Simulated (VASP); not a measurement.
Set up this calculation in VASP 6.6.1, as the native input.

```yaml
Task: single point
Functional: r2SCAN
Potentials_or_basis: VASP PAW PBE potentials, release 64 (Ta_sv_GW, N)
Cutoff: 770 eV
k_mesh: 16 × 16 × 16
Occupations: gaussian, width 0.1 eV
Spin: no spin polarisation
Dipole_correction: no
Further_INCAR_settings: ALGO = Normal; EDIFF = 1e-06; NBANDS = 16
```

The system is TaN.

```
Ta N
1.0
     0.00000    2.11804    2.11804
     2.11804    0.00000    2.11804
     2.11804    2.11804    0.00000
Ta N
1 1
Direct
  0.50000 0.50000 0.50000
  0.00000 0.00000 0.00000
```

The input as run:

POSCAR

```
TaN
1.0
    0.0000000000      2.1180363405      2.1180363405
    2.1180363405      0.0000000000      2.1180363405
    2.1180363405      2.1180363405      0.0000000000
Ta N
1 1
Direct
    0.5000000000      0.5000000000      0.5000000000
    0.0000000000      0.0000000000      0.0000000000
```

INCAR.step1

```
SYSTEM = TaN
PREC     = Accurate       ! precision mode
ENCUT    = 770            ! plane-wave cutoff, eV
ISMEAR   = 0              ! smearing method
SIGMA    = 0.1            ! smearing width, eV
LREAL    = .FALSE.        ! projectors in reciprocal space
LASPH    = .TRUE.         ! aspherical terms in the spheres
NELM     = 120            ! most SCF steps
NBANDS   = 16             ! bands
GGA      = PE             ! functional
ALGO     = Normal         ! electronic algorithm
EDIFF    = 1E-5           ! SCF threshold, eV
LWAVE    = .TRUE.         ! write WAVECAR
LCHARG   = .FALSE.        ! write CHGCAR
GGA_COMPAT= .FALSE.
```

INCAR.step2

```
SYSTEM = TaN
PREC     = Accurate       ! precision mode
ENCUT    = 770            ! plane-wave cutoff, eV
EDIFF    = 1E-6           ! SCF threshold, eV
ISMEAR   = 0              ! smearing method
SIGMA    = 0.1            ! smearing width, eV
LREAL    = .FALSE.        ! projectors in reciprocal space
LASPH    = .TRUE.         ! aspherical terms in the spheres
NELM     = 120            ! most SCF steps
ALGO     = Normal         ! electronic algorithm
ISIF     = 2              ! what is computed and relaxed
LWAVE    = .FALSE.        ! write WAVECAR
LCHARG   = .TRUE.         ! write CHGCAR
METAGGA  = R2SCAN         ! meta-GGA
LMIXTAU  = .TRUE.       
LELF     = .TRUE.         ! ELF
LVHAR    = .TRUE.       
NBANDS   = 16             ! bands
ISTART   = 1            
GGA_COMPAT= .FALSE.
```

KPOINTS

```
Automatic mesh
0
G
  16 16 16
  0 0 0
```

Potentials or basis: VASP PAW PBE potentials, release 64 (Ta_sv_GW, N).

Command:

```bash
$ cat potpaw_PBE.64/Ta_sv_GW/POTCAR potpaw_PBE.64/N/POTCAR > POTCAR
$ cp INCAR.step1 INCAR
$ mpirun -np 1 vasp_std > vasp.out
$ cp INCAR.step2 INCAR
$ mpirun -np 1 vasp_std > vasp.out
```

Results of the run:

```yaml
Pressure: 50.5 GPa
Band_gap_on_the_k_mesh: zero (bands 9 and 10 overlap by 4.81 eV)
```

Caveat: the cell stands under pressure; the PAW data sets were made with another functional, which shifts forces and pressure a little; spin-orbit coupling is left out, which moves the levels of the heavy elements.

It took 4.9 min on 1 thread of Intel(R) Xeon(R) Platinum 8259CL CPU @ 2.50GHz (Skylake/Cascade Lake), with other jobs on the host, peak memory 0.24 GiB.
